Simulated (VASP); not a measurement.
# P (P2/m) in VASP: further runs

Aim: see how the results for P move with the level of theory and the settings. Levels: r2SCAN, HSE06, PBE0, r2SCAN0. Tasks: single point.

Program: VASP 6.6.1. These are calculated values, not measurements. Logs are shortened: lines on timing, memory, paths and dates and some standing lists are left out, and cuts for length are marked.

### Step 1. The cell of the first run

It takes space group P2/m (No. 10, monoclinic). The conventional cell has a = 2.425 Å, b = 2.439 Å, c = 4.852 Å, α = 90.00°, β = 90.24°, γ = 90.00°. P (site symmetry m) has 6 P at 2.42 to 2.44 Å within 3.2 Å.

### Step 2. Single point, r2SCAN

POSCAR

```
P
1.0
    2.4246941115      0.0000000000      0.0000000000
    0.0000000000      2.4385351442      0.0000000000
   -0.0203144631      0.0000000000      4.8524328982
P
2
Direct
    0.0000000300      0.0000000000      0.7494253600
    0.9999999700      0.0000000000      0.2505746400
```

INCAR.step1

```
PREC = Accurate
ENCUT = 520
ISMEAR = -1
SIGMA = 0.05
LREAL = F
LASPH = T
NELM = 60
NBANDS = 12
GGA = PE
ALGO = Normal
EDIFF = 1E-4
LWAVE = T
LCHARG = F
```

INCAR.step2

```
PREC = Accurate
ENCUT = 520
EDIFF = 1E-6
ISMEAR = -1
SIGMA = 0.05
LREAL = F
LASPH = T
NELM = 60
ALGO = Normal
ISIF = 2
LWAVE = F
LCHARG = T
METAGGA = R2SCAN
LMIXTAU = T
LELF = T
LVHAR = T
NBANDS = 12
ISTART = 1
```

KPOINTS

```
Automatic mesh
0
Gamma
  6 6 3
```

Potentials or basis: VASP PAW PBE potentials, release 64 (P).

Launch:

```bash
$ cat potpaw_PBE.64/P/POTCAR > POTCAR
$ cp INCAR.step1 INCAR
$ mpirun -np 1 vasp_std > vasp.out
$ cp INCAR.step2 INCAR
$ mpirun -np 1 vasp_std > vasp.out
```

OUTCAR:

```text
PREC = Accurate
   ENCUT = 520
   EDIFF = 1E-6
   ISMEAR = -1
   LREAL = F
   LASPH = T
   NELM = 60
   ISIF = 2
   METAGGA = R2SCAN
   ISTART = 1

 ion  position               nearest neighbor table
   1  0.000  0.000  0.749-   2 2.42   2 2.43
   2  1.000  0.000  0.251-   1 2.42   1 2.43

  LATTYP: Found a simple monoclinic cell.
 ALAT       =     2.4246941115
 B/A-ratio  =     1.0057083624
 C/A-ratio  =     2.0012732318
 COS(beta)  =    -0.0041864124

  Lattice vectors:

 A1 = (   2.4246941115,   0.0000000000,   0.0000000000)
 A2 = (   0.0000000000,   2.4385351442,   0.0000000000)
 A3 = (  -0.0203144631,   0.0000000000,   4.8524328982)

Analysis of symmetry for initial positions (statically):
=====================================================================
 Subroutine PRICEL returns:
 Original cell was already a primitive cell.

 Routine SETGRP: Setting up the symmetry group for a
 simple monoclinic supercell.

 Subroutine GETGRP returns: Found  4 space group operations
 (whereof  4 operations were pure point group operations)
 out of a pool of  4 trial point group operations.

The static configuration has the point symmetry C_2h.

Analysis of symmetry for dynamics (positions and initial velocities):
=====================================================================
 Subroutine PRICEL returns:
 Original cell was already a primitive cell.

 Routine SETGRP: Setting up the symmetry group for a
 simple monoclinic supercell.

 Subroutine GETGRP returns: Found  4 space group operations
 (whereof  4 operations were pure point group operations)
 out of a pool of  4 trial point group operations.

The dynamic configuration has the point symmetry C_2h.

 Subroutine INISYM returns: Found  4 space group operations
 (whereof  4 operations are pure point group operations),
 and found     1 'primitive' translations

----------------------------------------------------------------------------------------

                                     Primitive cell

  volume of cell :      28.6910

  direct lattice vectors                    reciprocal lattice vectors
     2.424694112  0.000000000  0.000000000     0.412423157  0.000000000  0.001726589
     0.000000000  2.438535144  0.000000000     0.000000000  0.410082259  0.000000000
    -0.020314463  0.000000000  4.852432898     0.000000000  0.000000000  0.206082190

  length of vectors
     2.424694112  2.438535144  4.852475421     0.412426771  0.410082259  0.206082190

  position of ions in fractional coordinates (direct lattice)
     0.000000030  0.000000000  0.749425360
     0.999999970  0.000000000  0.250574640

  ion indices of the primitive-cell ions
   primitive index   ion index
                 1           1
                 2           2

----------------------------------------------------------------------------------------

 KPOINTS: Automatic mesh

Automatic generation of k-mesh.
 Grid dimensions read from file:
 generate k-points for:    6    6    3

 Generating k-lattice:

  Cartesian coordinates                     Fractional coordinates (reciprocal lattice)
     0.068737193  0.000000000  0.000287765     0.166666667  0.000000000  0.000000000
     0.000000000  0.068347043  0.000000000     0.000000000  0.166666667  0.000000000
     0.000000000  0.000000000  0.068694063     0.000000000  0.000000000  0.333333333

  Length of vectors
     0.068737795  0.068347043  0.068694063

  Shift w.r.t. Gamma in fractional coordinates (k-lattice)
     0.000000000  0.000000000  0.000000000

 Subroutine IBZKPT returns following result:
 ===========================================

 Found     40 irreducible k-points:

 Following reciprocal coordinates:
            Coordinates               Weight
  0.000000  0.000000  0.000000      1.000000
  0.166667  0.000000 -0.000000      2.000000
  0.333333  0.000000 -0.000000      2.000000
  0.500000  0.000000 -0.000000      1.000000
  0.000000  0.166667  0.000000      2.000000
  0.166667  0.166667 -0.000000      4.000000
[... 16 lines left out ...]
  0.000000  0.166667  0.333333      4.000000
  0.166667  0.166667  0.333333      4.000000
 [... further k-points ...]
   k-points           NKPTS =     40   k-points in BZ     NKDIM =     40   number of bands    NBANDS=     12
   number of dos      NEDOS =    301   number of ions     NIONS =      2
   total plane-waves  NPLWV =  11664
   dimension x,y,z NGX =    18 NGY =   18 NGZ =   36
   dimension x,y,z NGXF=    36 NGYF=   36 NGZF=   72
   ions per type =               2
   NGX,Y,Z   is equivalent  to a cutoff of  12.34, 12.27, 12.33 a.u.
   NGXF,Y,Z  is equivalent  to a cutoff of  24.68, 24.54, 24.67 a.u.
 SYSTEM =  unknown system
   PREC   = accura    normal or accurate (medium, high low for compatibility)
   ISTART =      1    job   : 0-new  1-cont  2-samecut
   ICHARG =      0    charge: 1-file 2-atom 10-const
   ISPIN  =      1    spin polarized calculation?
   LNONCOLLINEAR =      F non collinear calculations
   LSORBIT =      F    spin-orbit coupling
   LASPH  =      T    aspherical Exc in radial PAW
   ENCUT  =  520.0 eV  38.22 Ry    6.18 a.u.   4.51  4.53  9.02*2*pi/ulx,y,z
   NELM   =     60;   NELMIN=  2; NELMDL=  0     # of ELM steps
   EDIFF  = 0.1E-05   stopping-criterion for ELM
   LREAL  =      F    real-space projection
   EDIFFG = 0.1E-04   stopping-criterion for IOM
   NSW    =      0    number of steps for IOM
   IBRION =     -1    ionic relax: 0-MD 1-quasi-New 2-CG
   NFREE  =      0    steps in history (QN), initial steepest desc. (CG)
   ISIF   =      2    stress and relaxation
   ISYM   =      2    0-nonsym 1-usesym 2-fastsym
   POTIM  = 0.5000    time-step for ionic-motion
   TEBEG  =    0.0;   TEEND  =   0.0 temperature during run
   PSTRESS=    0.0 pullay stress
   NELECT =      10.0000    total number of electrons
   NUPDOWN=      -1.0000    fix difference up-down
   EMIN   =  10.00;   EMAX   =-10.00  energy-range for DOS
   EFERMI =   0.00;   METHOD = LEGACY
   ISMEAR =    -1;   SIGMA  =   0.05  broadening in eV -4-tet -1-fermi 0-gaus
   EFERMI_NEDOS =   21; number of points for ismear=-14 and -15
   IALGO  =     38    algorithm
   IMIX   =      4    mixing-type and parameters
     AMIX     =   0.40;   BMIX     =  1.00
     AMIX_MAG =   1.60;   BMIX_MAG =  1.00
  volume/ion in A,a.u.               =      14.35        96.81
  Fermi-wavevector in a.u.,A,eV,Ry     =   1.152107  2.177167 18.059715  1.327352
  Thomas-Fermi vector in A             =   2.288761
   LORBIT       =      0    0 simple, 1 ext, 2 COOP (PROOUT), +10 PAW based schemes
   METAGGA = R2SCAN    functional components
   LHFCALC =     F    Hartree Fock is set to
   AEXX    =    0.0000 exact exchange contribution
   IVDW    =     0    specifies the selected vdW correction
   LEPSILON=     F    determine dielectric tensor
   LRPA    =     F    only Hartree local field effects (RPA)
 non-spin polarized calculation
  energy-cutoff  :      520.00
  volume of cell :       28.69
 maximum number of plane-waves:       792
   NGX =  9   NGY =  9   NGZ = 19

 number of electron       9.9999996 magnetization

 Free energy of the ion-electron system (eV)
  ---------------------------------------------------
  ext. energy  EPLUGINS =         0.00000000
  ---------------------------------------------------
  free energy    TOTEN  =       -17.69986042 eV

  energy without entropy =      -17.69029739  energy(sigma->0) =      -17.69507890

 E-fermi :  10.0081     XC(G=0): -11.9347

 val. band max:        9.9840510781   @ k =  -0.1667   0.1667   0.3333
 cond. band min:      10.0216661032   @ k =   0.1667   0.1667   0.3333
 fundamental gap:      0.0376150251
 Fermi energy:        10.0080948068

 k-point     1 :       0.0000    0.0000    0.0000
  band No.  band energies     occupation
      1      -7.6626      2.00000
      2      -3.0244      2.00000
      3       0.6241      2.00000
      4      15.0836      0.00000
      5      15.3005      0.00000
      6      15.3455      0.00000
      7      16.9340      0.00000
      8      16.9982      0.00000
      9      18.1906      0.00000
     10      18.4384      0.00000
     11      19.6430      0.00000
     12      24.9090      0.00000

 k-point     2 :       0.1667    0.0000   -0.0000
  band No.  band energies     occupation
      1      -6.9884      2.00000
      2      -2.3426      2.00000
      3       1.2236      2.00000
      4       9.5922      1.99951
      5      13.2176      0.00000
      6      15.6193      0.00000
      7      15.8434      0.00000
      8      17.4683      0.00000
      9      18.6970      0.00000
     10      19.4286      0.00000
     11      21.7735      0.00000
     12      23.5300      0.00000

 k-point     3 :       0.3333    0.0000   -0.0000
  band No.  band energies     occupation
      1      -5.0487      2.00000
      2      -0.3439      2.00000
      3       2.8502      2.00000
      4       3.9286      2.00000
      5       7.8105      2.00000
      6      13.7504      0.00000
      7      17.0569      0.00000
      8      17.2783      0.00000
      9      18.7693      0.00000
     10      20.0532      0.00000
     11      25.0876      0.00000
     12      26.3948      0.00000
[... 286 lines left out ...]
 k-point    23 :       0.0000    0.1667    0.3333
  band No.  band energies     occupation
      1      -6.3272      2.00000
      2      -4.3921      2.00000
      3       4.4913      2.00000
      4       9.4361      1.99998
      5      10.9146      0.00000
      6      11.8082      0.00000
      7      16.3905      0.00000
      8      17.8098      0.00000
      9      20.2636      0.00000
     10      21.1573      0.00000
     11      23.0221      0.00000
     12      25.0752      0.00000

 k-point    24 :       0.1667    0.1667    0.3333
  band No.  band energies     occupation
      1      -5.6498      2.00000
      2      -3.7314      2.00000
      3       5.0846      2.00000
      4       9.9731      1.33608
      5      10.0217      0.86511
      6      11.4685      0.00000
      7      12.8194      0.00000
      8      13.9746      0.00000
      9      22.4025      0.00000
     10      22.7128      0.00000
     11      25.4992      0.00000
     12      25.6792      0.00000

 [... further k-points ...]
[... 5 lines left out ...]
  --------------------------------------------------------------------------------------
  -------------------------------------------------------------------------------------
  Total        0.0752041      0.1638986      0.0745996      0.0000000      0.0000000      0.0410744
  in kB        4.1995864      9.1525119      4.1658290      0.0000000      0.0000000      2.2937001
  external PRESSURE =       5.8393091 kB  Pullay stress =       0.0000000 kB

 VOLUME and BASIS-vectors are now :
 -----------------------------------------------------------------------------
  energy-cutoff  :      520.00
  volume of cell :       28.69
      direct lattice vectors                 reciprocal lattice vectors
     2.424694112  0.000000000  0.000000000     0.412423157  0.000000000  0.001726589
     0.000000000  2.438535144  0.000000000     0.000000000  0.410082259  0.000000000
    -0.020314463  0.000000000  4.852432898     0.000000000  0.000000000  0.206082190

 POSITION                                       TOTAL-FORCE (eV/Angst)
 -----------------------------------------------------------------------------------
     -0.01522      0.00000      3.63654         0.000242      0.000000      0.019892
      2.41960      0.00000      1.21590        -0.000242     -0.000000     -0.019892
 -----------------------------------------------------------------------------------
    total drift:                               -0.000000     -0.000000     -0.000000

  FREE ENERGIE OF THE ION-ELECTRON SYSTEM (eV)
  ---------------------------------------------------
  free  energy   TOTEN  =       -17.6998604157 eV

  energy  without entropy=      -17.6902973913  energy(sigma->0) =      -17.69507890
```

Wall time 22 s (1 thread of AMD EPYC 9R45 (Zen 5), shared host); peak memory 0.1 GiB.

Results:

| Quantity | Value |
| --- | --- |
| Free energy | -17.6999 eV |
| Pressure | 0.6 GPa |
| Largest force | 0.020 eV/Å |
| Band gap on the k mesh | zero (band 5 reaches 15.62 eV, above the bottom of band 6 at 6.31 eV) |

Forces in eV/Å, atoms in the order of the input:
```
P    0.000  0.000  0.020
P    0.000  0.000 -0.020
```

Caveat: the k points lie up to 0.43 Å⁻¹ apart; the PAW data sets were made with another functional, which shifts forces and pressure a little.

### Step 3. Single point, HSE06

POSCAR is that of step 2.

INCAR.step1

```
  PREC = Accurate
  ENCUT = 520
  EDIFF = 1E-5
  ISMEAR = -1
  SIGMA = 0.05
  LREAL = False
  LASPH = True
  NELM = 100
  ALGO = Normal
  ISIF = 2
  LWAVE = True
  LCHARG = False
  GGA = PE
  NBANDS = 12
```

INCAR.step2

```
  PREC = Accurate
  ENCUT = 520
  EDIFF = 1E-6
  ISMEAR = -1
  SIGMA = 0.05
  LREAL = False
  LASPH = True
  NELM = 100
  ALGO = Normal
  ISIF = 2
  LWAVE = False
  LCHARG = False
  GGA = PE
  LHFCALC = True
  HFSCREEN = 0.2079
  PRECFOCK = Normal
  ISTART = 1
  NBANDS = 12
```

KPOINTS

```
regular mesh
0
Gamma
  6 6 3
```

Potentials or basis: VASP PAW PBE potentials, release 64 (P).

Launch:

```bash
$ cat potpaw_PBE.64/P/POTCAR > POTCAR
$ cp INCAR.step1 INCAR
$ mpirun -np 1 vasp_std > vasp.out
$ cp INCAR.step2 INCAR
$ mpirun -np 1 vasp_std > vasp.out
```

It took 5.7 min on 1 thread of AMD EPYC 9R45 (Zen 5), shared host; peak memory 0.2 GiB.

Results (log left out):

```yaml
Free_energy: -12.5948 eV
Pressure: -2.7 GPa
Largest_force: 0.017 eV/Å
Band_gap_on_the_k_mesh: zero (band 5 reaches 15.99 eV, above the bottom of band 6 at 5.92 eV)
```

Forces in eV/Å, atoms in the order of the input:
```
P    0.000  0.000  0.017
P    0.000  0.000 -0.017
```

Stress tensor (GPa, compression positive):
```
-3.56  0.00  0.17
 0.00 -1.02  0.00
 0.17  0.00 -3.39
```

Levels at points of the mesh, in eV from the Fermi level:
```
           k point  band 2  band 3  band 4  band 5  band 6  band 7  band 8  band 9
(0.00, 0.00, 0.00)  -14.00  -10.18    5.44    5.69    5.74    7.14    7.24    8.70
(0.50, 0.00, 0.00)  -10.18   -8.58   -6.39   -6.30    1.03    8.71    8.93   10.08
(0.00, 0.50, 0.00)  -10.17   -8.73   -6.44   -6.32    1.03    8.84    8.88   10.05
(0.50, 0.50, 0.00)   -6.44   -6.31   -2.97   -2.89   -2.79   -1.61    1.03    4.96
```

Caveat: the k points lie up to 0.43 Å⁻¹ apart; the PAW data sets were made with another functional, which shifts forces and pressure a little.

### Step 4. Single point, PBE0

POSCAR is that of step 3.

INCAR.step1

```
SYSTEM = P
ALGO = Normal
EDIFF = 1E-5
ENCUT = 520
GGA = PE
ISIF = 2
ISMEAR = -1
LASPH = .TRUE.
LREAL = .FALSE.
LWAVE = .TRUE.
NBANDS = 12
NELM = 60
PREC = Accurate
SIGMA = 0.05
```

INCAR.step2

```
SYSTEM = P
AEXX = 0.25
ALGO = Normal
EDIFF = 1E-6
ENCUT = 520
GGA = PE
ISIF = 2
ISMEAR = -1
ISTART = 1
LASPH = .TRUE.
LCHARG = .TRUE.
LELF = .TRUE.
LHFCALC = .TRUE.
LREAL = .FALSE.
LVHAR = .TRUE.
LWAVE = .FALSE.
NBANDS = 12
NELM = 60
PREC = Accurate
PRECFOCK = Normal
SIGMA = 0.05
```

KPOINTS

```
k-points
0
G
  6 6 3
  0 0 0
```

Launch:

```bash
$ cat potpaw_PBE.64/P/POTCAR > POTCAR
$ cp INCAR.step1 INCAR
$ mpirun -np 1 vasp_std > vasp.out
$ cp INCAR.step2 INCAR
$ mpirun -np 1 vasp_std > vasp.out
```

It took 5.4 min on 1 thread of AMD EPYC 9R45 (Zen 5), shared host; peak memory 0.11 GiB.

The run converged. Its results:

- Free energy: -13.7668 eV
- Pressure: -3.2 GPa
- Largest force: 0.015 eV/Å
- Band gap on the k mesh: zero (band 5 reaches 16.35 eV, above the bottom of band 6 at 5.53 eV)

Forces on the atoms (eV/Å):
```
P    0.000  0.000  0.015
P    0.000  0.000 -0.015
```

Stress tensor (GPa, compression positive):
```
-5.69  0.00  0.45
 0.00  1.09  0.00
 0.45  0.00 -5.14
```

Levels at points of the mesh, in eV from the Fermi level:
| k point | band 1 | band 2 | band 3 | band 4 | band 5 | band 6 | band 7 | band 8 | band 9 | band 10 |
| --- | --- | --- | --- | --- | --- | --- | --- | --- | --- | --- |
| (0.00, 0.00, 0.00) | -19.31 | -14.42 | -10.61 | 5.79 | 6.07 | 6.12 | 7.48 | 7.63 | 9.11 | 9.37 |
| (0.50, 0.00, 0.00) | -14.41 | -10.61 | -9.00 | -6.79 | -6.71 | 1.39 | 9.12 | 9.35 | 10.50 | 12.07 |
| (0.00, 0.50, 0.00) | -14.57 | -10.61 | -9.16 | -6.86 | -6.73 | 1.40 | 9.25 | 9.30 | 10.46 | 12.22 |
| (0.50, 0.50, 0.00) | -9.14 | -6.86 | -6.72 | -3.35 | -3.27 | -3.16 | -1.90 | 1.40 | 5.32 | 5.40 |

Caveat: the k points lie up to 0.43 Å⁻¹ apart; the PAW data sets were made with another functional, which shifts forces and pressure a little.

### Step 5. Single point, r2SCAN0

POSCAR is that of step 4.

INCAR.step1: that of step 4 with these lines changed.

```diff
@@ -8,2 +8,3 @@
 LASPH = .TRUE.
+LCHARG = .FALSE.
 LREAL = .FALSE.
```

INCAR.step2

```
SYSTEM = P
AEXX = 0.25
ALGO = Normal
EDIFF = 1E-6
ENCUT = 520
ISIF = 2
ISMEAR = -1
ISTART = 1
LASPH = .TRUE.
LCHARG = .FALSE.
LHFCALC = .TRUE.
LMIXTAU = .TRUE.
LREAL = .FALSE.
LWAVE = .FALSE.
METAGGA = R2SCAN
NBANDS = 12
NELM = 60
PREC = Accurate
PRECFOCK = Normal
SIGMA = 0.05
```

KPOINTS is that of step 4.

Launch:

```bash
$ cat potpaw_PBE.64/P/POTCAR > POTCAR
$ cp INCAR.step1 INCAR
$ mpirun -np 1 vasp_std > vasp.out
$ cp INCAR.step2 INCAR
$ mpirun -np 1 vasp_std > vasp.out
```

Run time: 6.6 min. Hardware: 1 thread of AMD EPYC 9R45 (Zen 5), shared host; peak memory 0.12 GiB.

Results (log left out):

| Quantity | Value |
| --- | --- |
| Free energy | -19.0990 eV |
| Pressure | -3.4 GPa |
| Largest force | 0.013 eV/Å |
| Band gap on the k mesh | zero (band 5 reaches 16.52 eV, above the bottom of band 6 at 5.39 eV) |

Forces in eV/Å, atoms in the order of the input:
```
P    0.000  0.000  0.013
P    0.000  0.000 -0.013
```

Stress tensor (GPa, compression positive):
```
-5.90  0.00  0.49
 0.00  0.98  0.00
 0.49  0.00 -5.34
```

Levels at points of the mesh, in eV from the Fermi level:
| k point | band 2 | band 3 | band 4 | band 5 | band 6 | band 7 | band 8 | band 9 |
| --- | --- | --- | --- | --- | --- | --- | --- | --- |
| (0.00, 0.00, 0.00) | -14.80 | -10.86 | 5.94 | 6.23 | 6.28 | 7.73 | 7.88 | 9.38 |
| (0.50, 0.00, 0.00) | -10.86 | -9.19 | -6.99 | -6.90 | 1.56 | 9.39 | 9.63 | 10.80 |
| (0.00, 0.50, 0.00) | -10.85 | -9.36 | -7.06 | -6.92 | 1.59 | 9.53 | 9.58 | 10.77 |
| (0.50, 0.50, 0.00) | -7.06 | -6.91 | -3.46 | -3.38 | -3.27 | -1.81 | 1.58 | 5.52 |

Caveat: the k points lie up to 0.43 Å⁻¹ apart; the PAW data sets were made with another functional, which shifts forces and pressure a little.

### Step 6. Summary

```tsv
level	grid for exact exchange (PRECFOCK)	screening parameter	gap on the mesh (eV)	pressure (GPa)	largest force (eV/Å)
r2SCAN	-	-	none	0.6	0.02
HSE06	Normal	0.2079 1/Å	none	-2.7	0.02
PBE0	Normal	-	none	-3.2	0.01
r2SCAN0	Normal	-	none	-3.4	0.01
```

Alike in all rows: task single point; potentials or basis VASP PAW PBE potentials, release 64 (P); no spin polarisation; cell as given; k mesh 6 × 6 × 3; cutoff (eV) 520; smearing fermi-dirac 0.05 eV.

Caveats: all runs use coarse meshes; the PAW data sets were made with another functional, which shifts forces and pressure a little.

Absolute energies hang on the potentials; compare differences alone.
